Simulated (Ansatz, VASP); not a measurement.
## Two plane-wave programs on CsP2

INCAR

```
SYSTEM = CsP2
ALGO     = Normal         ! electronic algorithm
EDIFF    = 1E-6           ! SCF threshold, eV
EDIFFG   = -0.04          ! ionic threshold
ENCUT    = 600            ! plane-wave cutoff, eV
GGA      = PE             ! functional
IBRION   = 2              ! ionic algorithm
ISIF     = 3              ! what is computed and relaxed
ISMEAR   = 0              ! smearing method
LASPH    = .TRUE.         ! aspherical terms in the spheres
LCHARG   = .FALSE.        ! write CHGCAR
LREAL    = .FALSE.        ! projectors in reciprocal space
LWAVE    = .FALSE.        ! write WAVECAR
NELM     = 100            ! most SCF steps
NSW      = 90             ! ionic steps
PREC     = Accurate       ! precision mode
SIGMA    = 0.1            ! smearing width, eV
```

Contents of KPOINTS:

```
k-points
0
G
  6 6 4
  0 0 0
```

File POSCAR:

```
CsP2
1.0
    3.5562577759      0.0000000000      0.0000000000
    0.0000000000      3.5562577759      0.0000000000
    0.0000000000      0.0000000000      6.1988523144
Cs P
1 2
Direct
    0.0000000000      0.0000000000      0.0000000000
    0.5000000000      0.0000000000      0.5000000000
    0.0000000000      0.5000000000      0.5000000000
```

Input for Ansatz:

```yaml
crystal:
  lattice:
    - [3.5562577759, 0.0, 0.0]
    - [0.0, 3.5562577759, 0.0]
    - [0.0, 0.0, 6.1988523144]
  atoms:
    - { symbol: Cs, position: [0.0, 0.0, 0.0] }
    - { symbol: P, position: [0.5, 0.0, 0.5] }
    - { symbol: P, position: [0.0, 0.5, 0.5] }
basis:
  ecutwfc: 420
kpoints:
  mp_grid: { grid: [6, 6, 4] }
hamiltonian:
  xc: pbe
scf:
  occupations: { method: gaussian, width: 0.1 }
  lower_state_search: "off"
output:
  forces: true
  stress: true
  eigenvalues: true
relax:
  adjacent_minimum: "off"
  f_tol: 0.04
  max_steps: 70
  cell: { stress_tol: 0.4 }
```

Change from the starting cell: ordered vacancies on the cation sites of zinc blende (P-4m2, No. 115).

Alike in both runs: task relaxation of cell and atoms; functional PBE; k mesh 6 × 6 × 4; occupations gaussian, width 0.1 eV; no spin polarisation.

|  | VASP | Ansatz |
| --- | --- | --- |
| version | VASP 6.6.1 | Ansatz 0.2.0 |
| potentials or method | VASP PAW PBE potentials, release 64 (Cs_sv, P), cutoff 600 eV | scalar-relativistic, plane waves, PAW |
| valence electrons in the cell | 19 | 19 |

```tsv
	VASP	Ansatz	Ansatz less VASP
gap on the k mesh at the Fermi level, each at its own relaxed structure (eV)	none	none	-
relaxed volume (Å³/atom)	25.73	25.57	-0.160
relaxed cell length with the largest relative difference (Å)	3.528	3.519	-0.0090
```

A gap of «none» marks a metal or a gap that the smearing closes.

Neither program's run includes spin-orbit coupling.
